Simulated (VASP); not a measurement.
Input of a VASP 6.6.1 run:

The input POSCAR:

```
HfO2
1.0
    3.6245209738      0.0000000000      0.0000000000
    0.0000000000      3.6245209738      0.0000000000
    0.0000000000      0.0000000000      5.3706452026
Hf O
2 4
Direct
    0.5000000000      0.5000000000      0.5000000000
    0.0000000000      0.0000000000      0.0000000000
    0.0000000000      0.5000000000      0.6833041348
    0.5000000000      0.0000000000      0.8166958652
    0.5000000000      0.0000000000      0.3166958652
    0.0000000000      0.5000000000      0.1833041348
```

File INCAR.step1:

```
SYSTEM = HfO2
PREC = Accurate
ENCUT = 520
ISMEAR = 0
SIGMA = 0.02
LREAL = .FALSE.
LASPH = .TRUE.
NELM = 100
NBANDS = 31
GGA = PE
ALGO = Normal
EDIFF = 1E-4
LWAVE = .TRUE.
LCHARG = .FALSE.
```

The input INCAR.step2:

```
SYSTEM = HfO2
PREC = Accurate
ENCUT = 520
EDIFF = 1E-6
ISMEAR = 0
SIGMA = 0.02
LREAL = .FALSE.
LASPH = .TRUE.
NELM = 100
ALGO = Normal
ISIF = 2
LWAVE = .FALSE.
LCHARG = .FALSE.
METAGGA = R2SCAN
LMIXTAU = .TRUE.
NBANDS = 31
ISTART = 1
```

The input KPOINTS:

```
regular mesh
0
G
  6 6 6
  0 0 0
```

Potentials or basis: VASP PAW PBE potentials, release 64 (Hf_pv, O).

Run with:

```sh
$ cat potpaw_PBE.64/Hf_pv/POTCAR potpaw_PBE.64/O/POTCAR > POTCAR
$ cp INCAR.step1 INCAR
$ mpirun -np 1 vasp_std > vasp.out
$ cp INCAR.step2 INCAR
$ mpirun -np 1 vasp_std > vasp.out
```

Problem. Estimate the largest force.

Solution. 0.084 eV/Å.

Problem. Predict the pressure.

Solution. -12.6 GPa.

Problem. Estimate the band gap on the k mesh.

Solution. 5.24 eV, indirect (least direct gap 5.30 eV).

Stress tensor (GPa, compression positive):
```
-12.70   0.00   0.00
  0.00 -12.70   0.00
  0.00   0.00 -12.45
```

Caveat: the PAW data sets were made with another functional, which shifts forces and pressure a little; spin-orbit coupling is left out, which moves the levels of the heavy elements. A k mesh can miss the band edges.
